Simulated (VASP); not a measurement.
Here is a VASP 6.6.1 calculation.

File INCAR:

```
ALGO = Normal ; EDIFF = 1E-6
ENCUT = 520 ; GGA = PE
ISIF = 2 ; ISMEAR = 0
LASPH = True ; LCHARG = False
LREAL = False ; LWAVE = False
NBANDS = 27 ; NELM = 100
PREC = Accurate ; SIGMA = 0.05
```

KPOINTS

```
k-points
0
Gamma
  8 8 8
```

POSCAR

```
KTaO3
1.0
    3.8914654674      0.0000000000      0.0000000000
    0.0000000000      3.8914654674      0.0000000000
    0.0000000000      0.0000000000      4.1331254729
K Ta O
1 1 3
Direct
    0.5000000000      0.5000000000      0.5000000000
    0.0000000000      0.0000000000      0.0000000000
    0.5000000000      0.0000000000      0.0000000000
    0.0000000000      0.5000000000      0.0000000000
    0.0000000000      0.0000000000      0.5000000000
```

Potentials or basis: VASP PAW PBE potentials, release 64 (K_sv, Ta_pv, O).

Launch:

```console
$ cat potpaw_PBE.64/K_sv/POTCAR potpaw_PBE.64/Ta_pv/POTCAR potpaw_PBE.64/O/POTCAR > POTCAR
$ mpirun -np 1 vasp_std > vasp.out
```

Q: Predict the band gap on the k mesh.

A: 2.13 eV, indirect (least direct gap 2.68 eV).

Q: Predict the pressure.

A: 10.5 GPa.

Stress tensor (GPa, compression positive):
```
18.15  0.00  0.00
 0.00 18.15  0.00
 0.00  0.00 -4.70
```

Caveat: spin-orbit coupling is left out, which moves the levels of the heavy elements. A k mesh can miss the band edges.
